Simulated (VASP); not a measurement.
ScAl3N3:

```xyz
7
Lattice="4.6162 0.0000 0.0000 0.0000 4.6162 0.0000 0.0000 0.0000 4.6162" Properties=species:S:1:pos:R:3 pbc="T T T"
Sc    0.0000    0.0000    0.0000
Al    0.0000    2.3081    2.3081
Al    2.3081    0.0000    2.3081
Al    2.3081    2.3081    0.0000
N     2.3081    0.0000    0.0000
N     0.0000    2.3081    0.0000
N     0.0000    0.0000    2.3081
```

The cell was generated, and may not be a known phase.

- Program: VASP 6.6.1
- Task: relaxation of cell and atoms
- Functional: PBE
- Potentials or basis: VASP PAW PBE potentials, release 64 (Sc_sv, Al, N)
- Cutoff: 600 eV
- k mesh: 4 × 4 × 4
- Occupations: gaussian, width 0.2 eV
- Spin: no spin polarisation

At the start: pressure -22.4 GPa; volume 14.05 Å³/atom.

Task: Where does the relaxation end?

Result: Over 3 steps the energy falls by 233.4 meV/atom and the volume is 11.25 Å³/atom (-20.0 %); space group Pm-3m (No. 221, to 0.1 Å) before and after.

The path:
```
step  energy change (eV)  largest force (eV/Å)  pressure (GPa)  volume (Å³)
   1              0.0000                0.0000          -22.41        98.37
   2             -1.3995                0.0000           13.33        72.96
   3             -1.6341                0.0000            0.24        78.74
```

Final structure:
```cif
data_structure
_symmetry_space_group_name_H-M 'P 1'
_symmetry_Int_Tables_number 1
_cell_length_a 4.2861
_cell_length_b 4.2861
_cell_length_c 4.2861
_cell_angle_alpha 90.000
_cell_angle_beta 90.000
_cell_angle_gamma 90.000
_cell_volume 78.74
loop_
_atom_site_label
_atom_site_type_symbol
_atom_site_fract_x
_atom_site_fract_y
_atom_site_fract_z
_atom_site_occupancy
Sc1 Sc 0.00000 0.00000 0.00000 1
Al1 Al 0.00000 0.50000 0.50000 1
Al2 Al 0.50000 0.00000 0.50000 1
Al3 Al 0.50000 0.50000 0.00000 1
N1 N 0.50000 0.00000 0.00000 1
N2 N 0.00000 0.50000 0.00000 1
N3 N 0.00000 0.00000 0.50000 1
```

Caveat: the volume moved by over 15 % at a fixed basis, so the end points are rough.
